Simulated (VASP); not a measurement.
# Ag (Fm-3m) in VASP: further runs

Runs on Ag. Level: LDA. Tasks: single point, relaxation of cell and atoms.

All numbers are computed with VASP 6.6.1; they aren't measurements. Logs are shortened: lines on timing, memory, paths and dates and some standing lists are left out, and cuts for length are marked.

## Step 1: The cell of the first run

The structure is cubic, space group Fm-3m (No. 225). The conventional cell has a = 4.009 Å, b = 4.009 Å, c = 4.009 Å, α = 90.00°, β = 90.00°, γ = 90.00°. Ag (site symmetry m-3m) has 12 Ag at 2.83 Å within 3.7 Å.

## Step 2: Single point, LDA

The input, INCAR:

```
  PREC = Accurate
  ENCUT = 520
  EDIFF = 1E-7
  ISMEAR = 0
  SIGMA = 0.1
  LREAL = F
  LASPH = T
  NELM = 80
  ALGO = Fast
  ISIF = 2
  LWAVE = F
  LCHARG = T
  LELF = T
  LVHAR = T
  NBANDS = 12
```

The input, KPOINTS:

```
regular mesh
0
Gamma
  8 8 8
```

The input, POSCAR:

```
Ag
1.0
    0.0000000000      2.0046159245      2.0046159245
    2.0046159245      0.0000000000      2.0046159245
    2.0046159245      2.0046159245      0.0000000000
Ag
1
Direct
    0.0000000000      0.0000000000      0.0000000000
```

Potentials or basis: VASP PAW LDA potentials, release 64 (Ag).

Launch:

```sh
> cat potpaw_LDA.64/Ag/POTCAR > POTCAR
> mpirun -np 1 vasp_std > vasp.out
```

OUTCAR:

```text
PREC = Accurate
   ENCUT = 520
   EDIFF = 1E-7
   ISMEAR = 0
   LREAL = F
   LASPH = T
   NELM = 80
   ISIF = 2

 ion  position               nearest neighbor table
   1  0.000  0.000  0.000-

  LATTYP: Found a face centered cubic cell.
 ALAT       =     4.0092318490

  Lattice vectors:

 A1 = (   0.0000000000,   2.0046159245,   2.0046159245)
 A2 = (   2.0046159245,   0.0000000000,   2.0046159245)
 A3 = (   2.0046159245,   2.0046159245,   0.0000000000)

Analysis of symmetry for initial positions (statically):
=====================================================================
 Subroutine PRICEL returns:
 Original cell was already a primitive cell.

 Routine SETGRP: Setting up the symmetry group for a
 face centered cubic supercell.

 Subroutine GETGRP returns: Found 48 space group operations
 (whereof 48 operations were pure point group operations)
 out of a pool of 48 trial point group operations.

The static configuration has the point symmetry O_h .

Analysis of symmetry for dynamics (positions and initial velocities):
=====================================================================
 Subroutine PRICEL returns:
 Original cell was already a primitive cell.

 Routine SETGRP: Setting up the symmetry group for a
 face centered cubic supercell.

 Subroutine GETGRP returns: Found 48 space group operations
 (whereof 48 operations were pure point group operations)
 out of a pool of 48 trial point group operations.

The dynamic configuration has the point symmetry O_h .

 Subroutine INISYM returns: Found 48 space group operations
 (whereof 48 operations are pure point group operations),
 and found     1 'primitive' translations

----------------------------------------------------------------------------------------

                                     Primitive cell

  volume of cell :      16.1110

  direct lattice vectors                    reciprocal lattice vectors
     0.000000000  2.004615924  2.004615924    -0.249424338  0.249424338  0.249424338
     2.004615924  0.000000000  2.004615924     0.249424338 -0.249424338  0.249424338
     2.004615924  2.004615924  0.000000000     0.249424338  0.249424338 -0.249424338

  length of vectors
     2.834955028  2.834955028  2.834955028     0.432015626  0.432015626  0.432015626

  position of ions in fractional coordinates (direct lattice)
     0.000000000  0.000000000  0.000000000

  ion indices of the primitive-cell ions
   primitive index   ion index
                 1           1

----------------------------------------------------------------------------------------

 KPOINTS: regular mesh

Automatic generation of k-mesh.
 Grid dimensions read from file:
 generate k-points for:    8    8    8

 Generating k-lattice:

  Cartesian coordinates                     Fractional coordinates (reciprocal lattice)
    -0.031178042  0.031178042  0.031178042     0.125000000  0.000000000  0.000000000
     0.031178042 -0.031178042  0.031178042     0.000000000  0.125000000  0.000000000
     0.031178042  0.031178042 -0.031178042     0.000000000  0.000000000  0.125000000

  Length of vectors
     0.054001953  0.054001953  0.054001953

  Shift w.r.t. Gamma in fractional coordinates (k-lattice)
     0.000000000  0.000000000  0.000000000

 Subroutine IBZKPT returns following result:
 ===========================================

 Found     29 irreducible k-points:

 Following reciprocal coordinates:
            Coordinates               Weight
  0.000000  0.000000  0.000000      1.000000
  0.125000  0.000000  0.000000      8.000000
  0.250000  0.000000  0.000000      8.000000
  0.375000  0.000000  0.000000      8.000000
  0.500000  0.000000  0.000000      4.000000
  0.125000  0.125000  0.000000      6.000000
[... 16 lines left out ...]
  0.500000  0.250000  0.125000     48.000000
 -0.375000  0.250000  0.125000     24.000000
 [... further k-points ...]
   k-points           NKPTS =     29   k-points in BZ     NKDIM =     29   number of bands    NBANDS=     12
   number of dos      NEDOS =    301   number of ions     NIONS =      1
   total plane-waves  NPLWV =  13824
   dimension x,y,z NGX =    24 NGY =   24 NGZ =   24
   dimension x,y,z NGXF=    48 NGYF=   48 NGZF=   48
   ions per type =               1
   NGX,Y,Z   is equivalent  to a cutoff of  14.07, 14.07, 14.07 a.u.
   NGXF,Y,Z  is equivalent  to a cutoff of  28.15, 28.15, 28.15 a.u.
 SYSTEM =  unknown system
   PREC   = accura    normal or accurate (medium, high low for compatibility)
   ISTART =      0    job   : 0-new  1-cont  2-samecut
   ICHARG =      2    charge: 1-file 2-atom 10-const
   ISPIN  =      1    spin polarized calculation?
   LNONCOLLINEAR =      F non collinear calculations
   LSORBIT =      F    spin-orbit coupling
   LASPH  =      T    aspherical Exc in radial PAW
   ENCUT  =  520.0 eV  38.22 Ry    6.18 a.u.   5.27  5.27  5.27*2*pi/ulx,y,z
   NELM   =     80;   NELMIN=  2; NELMDL= -5     # of ELM steps
   EDIFF  = 0.1E-06   stopping-criterion for ELM
   LREAL  =      F    real-space projection
   EDIFFG = 0.1E-05   stopping-criterion for IOM
   NSW    =      0    number of steps for IOM
   IBRION =     -1    ionic relax: 0-MD 1-quasi-New 2-CG
   NFREE  =      0    steps in history (QN), initial steepest desc. (CG)
   ISIF   =      2    stress and relaxation
   ISYM   =      2    0-nonsym 1-usesym 2-fastsym
   POTIM  = 0.5000    time-step for ionic-motion
   TEBEG  =    0.0;   TEEND  =   0.0 temperature during run
   PSTRESS=    0.0 pullay stress
   NELECT =      11.0000    total number of electrons
   NUPDOWN=      -1.0000    fix difference up-down
   EMIN   =  10.00;   EMAX   =-10.00  energy-range for DOS
   EFERMI =   0.00;   METHOD = LEGACY
   ISMEAR =     0;   SIGMA  =   0.10  broadening in eV -4-tet -1-fermi 0-gaus
   EFERMI_NEDOS =   21; number of points for ismear=-14 and -15
   IALGO  =     68    algorithm
   IMIX   =      4    mixing-type and parameters
     AMIX     =   0.40;   BMIX     =  1.00
     AMIX_MAG =   1.60;   BMIX_MAG =  1.00
  volume/ion in A,a.u.               =      16.11       108.72
  Fermi-wavevector in a.u.,A,eV,Ry     =   1.441555  2.724144 28.274006  2.078081
  Thomas-Fermi vector in A             =   2.560174
   LORBIT       =      0    0 simple, 1 ext, 2 COOP (PROOUT), +10 PAW based schemes
   GGA     = CA    functional components
   LHFCALC =     F    Hartree Fock is set to
   AEXX    =    0.0000 exact exchange contribution
   IVDW    =     0    specifies the selected vdW correction
   LEPSILON=     F    determine dielectric tensor
   LRPA    =     F    only Hartree local field effects (RPA)
 non-spin polarized calculation
 RMM-DIIS sequential band-by-band and
 Gauss-broadening in eV      SIGMA  =   0.10
  energy-cutoff  :      520.00
  volume of cell :       16.11
 maximum number of plane-waves:       445
 NGX is ok and might be reduce to    24
   NGX = 11   NGY = 11   NGZ = 11

 number of electron      11.0000002 magnetization

 Free energy of the ion-electron system (eV)
  ---------------------------------------------------
  ext. energy  EPLUGINS =         0.00000000
  ---------------------------------------------------
  free energy    TOTEN  =        -3.74860122 eV

  energy without entropy =       -3.74556767  energy(sigma->0) =       -3.74708445

 E-fermi :   8.8155     XC(G=0): -12.9185

 val. band max:        8.7409015853   @ k =   0.5000   0.2500   0.1250
 cond. band min:       9.2120974388   @ k =   0.5000   0.3750   0.1250
 fundamental gap:      0.4711958534
 Fermi energy:         8.8154642116

 k-point     1 :       0.0000    0.0000    0.0000
  band No.  band energies     occupation
      1       0.7153      2.00000
      2       3.9908      2.00000
      3       3.9908      2.00000
      4       3.9908      2.00000
      5       5.1571      2.00000
      6       5.1571      2.00000
      7      25.0961      0.00000
      8      28.9414      0.00000
      9      28.9414      0.00000
     10      28.9414      0.00000
     11      34.1032      0.00000
     12      35.4865      0.00000

 k-point     2 :       0.1250    0.0000    0.0000
  band No.  band energies     occupation
      1       1.2090      2.00000
      2       3.8879      2.00000
      3       4.1219      2.00000
      4       4.1219      2.00000
      5       5.1169      2.00000
      6       5.1169      2.00000
      7      24.8402      0.00000
      8      26.3868      0.00000
      9      29.2095      0.00000
     10      29.2095      0.00000
     11      33.1145      0.00000
     12      34.6139      0.00000

 k-point     3 :       0.2500    0.0000    0.0000
  band No.  band energies     occupation
      1       2.1803      2.00000
      2       4.1878      2.00000
      3       4.2146      2.00000
      4       4.2146      2.00000
      5       5.2903      2.00000
      6       5.2903      2.00000
      7      20.5242      0.00000
      8      25.7939      0.00000
      9      29.2675      0.00000
     10      29.2675      0.00000
     11      32.4290      0.00000
     12      32.8360      0.00000
[... 286 lines left out ...]
 k-point    23 :       0.5000    0.2500    0.1250
  band No.  band energies     occupation
      1       2.9965      2.00000
      2       3.6401      2.00000
      3       3.9941      2.00000
      4       4.8518      2.00000
      5       5.7141      2.00000
      6       8.7409      1.70833
      7      16.6379      0.00000
      8      21.1451      0.00000
      9      23.5162      0.00000
     10      28.5247      0.00000
     11      32.1414      0.00000
     12      35.8678      0.00000

 k-point    24 :      -0.3750    0.2500    0.1250
  band No.  band energies     occupation
      1       2.9359      2.00000
      2       3.4810      2.00000
      3       4.4426      2.00000
      4       4.6604      2.00000
      5       5.9577      2.00000
      6      11.3180      0.00000
      7      13.1687      0.00000
      8      21.8092      0.00000
      9      21.9483      0.00000
     10      27.8536      0.00000
     11      32.9191      0.00000
     12      36.9061      0.00000

 [... further k-points ...]
[... 5 lines left out ...]
  --------------------------------------------------------------------------------------
  -------------------------------------------------------------------------------------
  Total        0.0069079      0.0069079      0.0069079     -0.0000000     -0.0000000      0.0000000
  in kB        0.6869671      0.6869671      0.6869671     -0.0000000     -0.0000000      0.0000000
  external PRESSURE =       0.6869671 kB  Pullay stress =       0.0000000 kB

 VOLUME and BASIS-vectors are now :
 -----------------------------------------------------------------------------
  energy-cutoff  :      520.00
  volume of cell :       16.11
      direct lattice vectors                 reciprocal lattice vectors
     0.000000000  2.004615924  2.004615924    -0.249424338  0.249424338  0.249424338
     2.004615924  0.000000000  2.004615924     0.249424338 -0.249424338  0.249424338
     2.004615924  2.004615924  0.000000000     0.249424338  0.249424338 -0.249424338

 POSITION                                       TOTAL-FORCE (eV/Angst)
 -----------------------------------------------------------------------------------
      0.00000      0.00000      0.00000         0.000000      0.000000     -0.000000
 -----------------------------------------------------------------------------------
    total drift:                               -0.000000      0.000000     -0.000000

  FREE ENERGIE OF THE ION-ELECTRON SYSTEM (eV)
  ---------------------------------------------------
  free  energy   TOTEN  =        -3.7486012240 eV

  energy  without entropy=       -3.7455676697  energy(sigma->0) =       -3.74708445
```

It took 6.6 s on 1 thread of Intel Xeon 8259CL, shared host; peak memory 0.13 GiB.

Results:

| Property | Result |
| --- | --- |
| Free energy | -3.7486 eV |
| Pressure | 0.1 GPa |

## Step 3: Single point, LDA

This run uses another cell than the first one, of 17.68 Å³/atom, 1.097 times its volume.

The input, INCAR:

```
PREC = Accurate
ENCUT = 520
EDIFF = 1E-6
ISMEAR = 0
SIGMA = 0.1
LREAL = F
LASPH = T
NELM = 100
ALGO = Normal
ISIF = 2
LWAVE = F
LCHARG = F
GGA = CA
NBANDS = 12
```

The input, KPOINTS:

```
Automatic mesh
0
Gamma
  8 8 8
```

The input, POSCAR:

```
Ag
1.0
    0.0000000000      2.0675000000      2.0675000000
    2.0675000000      0.0000000000      2.0675000000
    2.0675000000      2.0675000000      0.0000000000
Ag
1
Direct
    0.0000000000      0.0000000000      0.0000000000
```

Potentials or basis: VASP PAW LDA potentials, release 64 (Ag).

Launch:

```sh
> cat potpaw_LDA.64/Ag/POTCAR > POTCAR
> mpirun -np 1 vasp_std > vasp.out
```

It took 4.6 s on 1 thread of Intel Xeon 8259CL, shared host; peak memory 0.13 GiB.

It converged, with:

```yaml
Free_energy: -3.6970 eV
Pressure: -9.7 GPa
```

Levels at points of the mesh, in eV from the Fermi level:
```
           k point  band 4  band 5  band 6  band 7  band 8  band 9
(0.00, 0.00, 0.00)   -4.42   -3.43   -3.43   16.16   19.45   19.45
(0.50, 0.00, 0.00)   -2.67   -2.67   -0.12    3.59   15.41   17.57
(0.50, 0.50, 0.00)   -2.48   -2.48    1.80    6.65   10.60   10.60
```

## Step 4: Relaxation of cell and atoms, LDA

This run uses another cell than the first one, of 17.68 Å³/atom, 1.097 times its volume.

The input, INCAR:

```
SYSTEM = Ag
ALGO     = Normal         ! electronic algorithm
EDIFF    = 1E-7           ! SCF threshold, eV
EDIFFG   = -0.05          ! ionic threshold
ENCUT    = 600            ! plane-wave cutoff, eV
GGA      = CA             ! functional
IBRION   = 2              ! ionic algorithm
ISIF     = 3              ! what is computed and relaxed
ISMEAR   = 0              ! smearing method
LASPH    = .True.         ! aspherical terms in the spheres
LCHARG   = .False.        ! write CHGCAR
LREAL    = .False.        ! projectors in reciprocal space
LWAVE    = .False.        ! write WAVECAR
NELM     = 60             ! most SCF steps
NSW      = 100            ! ionic steps
PREC     = Accurate       ! precision mode
SIGMA    = 0.1            ! smearing width, eV
```

The input, KPOINTS:

```
k-points
0
Gamma
  8 8 8
  0 0 0
```

POSCAR is that of step 3.

Potentials or basis: VASP PAW LDA potentials, release 64 (Ag).

Launch:

```sh
> cat potpaw_LDA.64/Ag/POTCAR > POTCAR
> mpirun -np 1 vasp_std > vasp.out
```

OUTCAR:

```text
SYSTEM = Ag
   EDIFF = 1E-7
   EDIFFG = -0.05
   ENCUT = 600
   GGA = CA
   IBRION = 2
   ISIF = 3
   ISMEAR = 0
   LASPH = .True.
   LREAL = .False.
   NELM = 60
   NSW = 100
   PREC = Accurate

 ion  position               nearest neighbor table
   1  0.000  0.000  0.000-

  LATTYP: Found a face centered cubic cell.
 ALAT       =     4.1350000000

  Lattice vectors:

 A1 = (   0.0000000000,   2.0675000000,   2.0675000000)
 A2 = (   2.0675000000,   0.0000000000,   2.0675000000)
 A3 = (   2.0675000000,   2.0675000000,   0.0000000000)

Analysis of symmetry for initial positions (statically):
=====================================================================
 Subroutine PRICEL returns:
 Original cell was already a primitive cell.

 Routine SETGRP: Setting up the symmetry group for a
 face centered cubic supercell.

 Subroutine GETGRP returns: Found 48 space group operations
 (whereof 48 operations were pure point group operations)
 out of a pool of 48 trial point group operations.

The static configuration has the point symmetry O_h .

Analysis of symmetry for dynamics (positions and initial velocities):
=====================================================================
[... 165 lines left out ...]
  Total       -1.0737046     -1.0737046     -1.0737046      0.0000000      0.0000000      0.0000000
  in kB      -97.3259929    -97.3259929    -97.3259929      0.0000000      0.0000000      0.0000000
  external PRESSURE =     -97.3259929 kB  Pullay stress =       0.0000000 kB
[... 57 lines left out ...]
--------------------------------------- Ionic step        3  -------------------------------------------

 number of electron      11.0000002 magnetization

 Free energy of the ion-electron system (eV)
  ---------------------------------------------------
  ext. energy  EPLUGINS =         0.00000000
  ---------------------------------------------------
  free energy    TOTEN  =        -3.74898287 eV

  energy without entropy =       -3.74594932  energy(sigma->0) =       -3.74746609

 E-fermi :   8.7921     XC(G=0): -12.9098

 val. band max:        8.7175206676   @ k =   0.5000   0.2500   0.1250
 cond. band min:       9.1888589826   @ k =   0.5000   0.3750   0.1250
 fundamental gap:      0.4713383150
 Fermi energy:         8.7920832985

 k-point     1 :       0.0000    0.0000    0.0000
  band No.  band energies     occupation
      1       0.7046      2.00000
      2       3.9742      2.00000
      3       3.9742      2.00000
      4       3.9742      2.00000
      5       5.1375      2.00000
      6       5.1375      2.00000
      7      25.0717      0.00000
      8      28.9082      0.00000
      9      28.9082      0.00000
[... 265 lines left out ...]
 k-point    24 :      -0.3750    0.2500    0.1250
  band No.  band energies     occupation
      1       2.9221      2.00000
      2       3.4660      2.00000
      3       4.4256      2.00000
      4       4.6423      2.00000
      5       5.9361      2.00000
      6      11.2941      0.00000
      7      13.1387      0.00000
      8      21.7737      0.00000
      9      21.9160      0.00000

 [... further k-points ...]
[... 5 lines left out ...]
  --------------------------------------------------------------------------------------
  -------------------------------------------------------------------------------------
  Total       -0.0112360     -0.0112360     -0.0112360      0.0000000      0.0000000      0.0000000
  in kB       -1.1157423     -1.1157423     -1.1157423      0.0000000      0.0000000      0.0000000
  external PRESSURE =      -1.1157423 kB  Pullay stress =       0.0000000 kB
[... 16 lines left out ...]
  FREE ENERGIE OF THE ION-ELECTRON SYSTEM (eV)
  ---------------------------------------------------
  free  energy   TOTEN  =        -3.7489828721 eV

  energy  without entropy=       -3.7459493171  energy(sigma->0) =       -3.74746609

 reached required accuracy - stopping structural energy minimisation
```

OSZICAR:

```text
N       E                     dE             d eps       ncg     rms          rms(c)
DAV:   1     0.496159377610E+02    0.49616E+02   -0.63464E+03   538   0.125E+03
DAV:   2    -0.354852215817E+01   -0.53164E+02   -0.50737E+02   535   0.222E+02
DAV:   3    -0.399245137145E+01   -0.44393E+00   -0.44387E+00   607   0.251E+01
[... 22 lines left out ...]
DAV:   3    -0.375369680384E+01    0.21831E-01   -0.61327E-02   534   0.258E+00    0.146E+00
DAV:   4    -0.374900714646E+01    0.46897E-02   -0.50737E-03   559   0.728E-01    0.155E-01
DAV:   5    -0.374897416937E+01    0.32977E-04   -0.37538E-04   587   0.164E-01    0.237E-02
DAV:   6    -0.374898291029E+01   -0.87409E-05   -0.67384E-06   558   0.297E-02    0.162E-03
DAV:   7    -0.374898287206E+01    0.38234E-07   -0.11679E-07   418   0.355E-03
   3 F= -.37489829E+01 E0= -.37474661E+01  d E =-.523351E-01
```

Run time: 12 s. Hardware: 1 thread of Intel Xeon 8259CL, shared host; peak memory 0.14 GiB.

Results:

```
Free energy                            : -3.7490 eV
Relaxed volume                         : 16.13 Å³/atom
Relaxed cell                           : a = 2.836 Å, b = 2.836 Å, c = 2.836 Å, α = 60.00°, β = 60.00°, γ = 60.00°
Space group after relaxing (to 0.05 Å) : Fm-3m (No. 225)
Energy gained by relaxing              : 52.3 meV/atom
Ionic steps                            : 3
Pressure after relaxing                : -0.1 GPa
```

Step by step:
| step | energy change (eV) | largest force (eV/Å) | pressure (GPa) | volume (Å³) |
| --- | --- | --- | --- | --- |
| 1 | 0.0000 | 0.0000 | -9.73 | 17.68 |
| 2 | -0.0181 | 0.0000 | 11.20 | 15.07 |
| 3 | -0.0523 | 0.0000 | -0.11 | 16.13 |

Final structure:
```
Ag
1.0
     0.00000    2.00559    2.00559
     2.00559    0.00000    2.00559
     2.00559    2.00559    0.00000
Ag
1
Direct
  0.00000 0.00000 0.00000
```

Levels at points of the mesh, in eV from the Fermi level:
```tsv
k point	band 2	band 3	band 4	band 5	band 6	band 7	band 8	band 9
(0.00, 0.00, 0.00)	-4.82	-4.82	-4.82	-3.65	-3.65	16.28	20.12	20.12
(0.50, 0.00, 0.00)	-4.84	-4.84	-2.77	-2.77	-0.43	4.05	15.54	18.45
(0.50, 0.50, 0.00)	-6.48	-2.80	-2.54	-2.54	1.64	7.32	10.99	10.99
```

LDA usually gives volumes a few per cent too small. Zero-point motion and thermal expansion aren't in these numbers.

(Continued in part 2 of 2.)
